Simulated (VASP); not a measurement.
A run of VASP 6.6.1 is set up as follows.

The input INCAR:

```
  ALGO = Normal
  EDIFF = 1E-6
  ENCUT = 520
  GGA = PE
  ISIF = 2
  ISMEAR = 0
  IVDW = 12
  LASPH = T
  LCHARG = F
  LREAL = F
  LWAVE = F
  NBANDS = 84
  NELM = 60
  PREC = Accurate
  SIGMA = 0.15
```

File KPOINTS:

```
k-points
0
Gamma
  3 2 4
```

File POSCAR:

```
Ti12H
1.0
    5.9000000000      0.0000000000      0.0000000000
   -4.4250000000      7.6643250000      0.0000000000
    0.0000000000      0.0000000000      4.6846000000
Ti H
12 1
Direct
   -0.0049028866     -0.0046497245      0.0089465483
    0.1547797751      0.2157592482      0.4938859241
   -0.0023122404      0.3300361089      0.0011046834
    0.1676049154      0.5546081357      0.4967753917
    0.0059170294      0.6690315194     -0.0022426675
    0.1697176000      0.8892316023      0.5030423088
    0.5023561026     -0.0011613547      0.0056781796
    0.6697954129      0.2172727540      0.4931639841
    0.4978493156      0.3310662061      0.0037253981
    0.6770784806      0.5652384261      0.4868067711
    0.4995116217      0.6669341397      0.0001479315
    0.6638247938      0.8865123804      0.5050621184
    0.5009771382      0.3350953933      0.6063187892
```

Potentials or basis: VASP PAW PBE potentials, release 64 (Ti_sv, H).

The run is started by

```sh
$ cat potpaw_PBE.64/Ti_sv/POTCAR potpaw_PBE.64/H/POTCAR > POTCAR
$ mpirun -np 1 vasp_std > vasp.out
```

Estimate the largest force.

0.022 eV/Å.

What does it give for the dispersion energy per atom?

-0.561 eV.

Predict the pressure.

-5.8 GPa.

Forces on the atoms (eV/Å):
```
Ti  -0.002 -0.003  0.002
Ti  -0.016  0.007  0.000
Ti  -0.002  0.008 -0.001
Ti   0.003 -0.001  0.002
Ti  -0.002 -0.004  0.003
Ti  -0.002 -0.011 -0.001
Ti   0.003 -0.010 -0.007
Ti   0.021 -0.006 -0.003
Ti  -0.003  0.012  0.013
Ti  -0.002  0.010 -0.006
Ti  -0.001 -0.002 -0.001
Ti   0.002 -0.004  0.000
H    0.000  0.004  0.000
```

Caveat: the k points lie up to 0.41 Å⁻¹ apart.
